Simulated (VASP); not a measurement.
**TaN: electric field gradients with PBE**

Crystal: TaN.

```
Ta N
1.0
     3.06013    0.00000    0.00000
    -1.53007    2.65015    0.00000
     0.00000    0.00000    4.95641
Ta N
2 2
Direct
  0.33333 0.66667 0.00000
  0.66667 0.33333 0.50000
  0.33333 0.66667 0.38500
  0.66667 0.33333 0.88500
```

This cell differs from its parent crystal: volume scaled by 1.01.

| Quantity | Value |
| --- | --- |
| Program | VASP 6.6.1 |
| Task | electric field gradients |
| Functional | PBE |
| Potentials or basis | VASP PAW PBE potentials, release 64 (Ta_pv, N) |
| Cutoff | 520 eV |
| k mesh | 9 × 9 × 5 |
| Occupations | fermi-dirac, width 0.01 eV |
| Spin | no spin polarisation |
| Dipole correction | no |
| Further INCAR settings | ALGO = Normal; EDIFF = 1e-08; NBANDS = 24 |

| Item | Value |
| --- | --- |
| Pressure | 133.1 GPa |
| Largest force | 2.328 eV/Å |
| Band gap on the k mesh | zero (band 16 reaches 10.24 eV, above the bottom of band 17 at 8.05 eV) |

Forces on the atoms (eV/Å):
```
Ta   0.000  0.000  2.328
Ta   0.000  0.000  2.328
N    0.000  0.000 -2.328
N    0.000  0.000 -2.328
```

Stress tensor (GPa, compression positive):
```
141.17   0.00   0.00
  0.00 141.17   0.00
  0.00   0.00 116.98
```

Levels at points of the mesh, in eV from the Fermi level:
| k point | band 12 | band 13 | band 14 | band 15 | band 16 | band 17 | band 18 | band 19 | band 20 | band 21 |
| --- | --- | --- | --- | --- | --- | --- | --- | --- | --- | --- |
| (0.00, 0.00, 0.00) | -7.86 | -7.86 | -7.58 | -0.84 | -0.84 | -0.40 | 2.09 | 2.61 | 2.61 | 4.51 |

Electric field gradients, principal values (V/Å²):
| atom | least | middle | greatest (by size) |
| --- | --- | --- | --- |
| 1 Ta | -61.236 | -61.237 | 122.474 |
| 2 Ta | -61.236 | -61.237 | 122.474 |
| 3 N | -5.378 | -5.380 | 10.758 |
| 4 N | -5.378 | -5.380 | 10.758 |

It took 51 s on 1 thread of Intel Xeon 8259CL, with other jobs on the host, peak memory 0.18 GiB.

Caveat: without QUAD_EFG the Cq values of the log hold for a quadrupole moment of 1 mb, not for the nuclei; spin-orbit coupling is left out, which moves the levels of the heavy elements; forces of over 1 eV/Å act on the atoms, so gaps and moduli don't describe the material at rest.
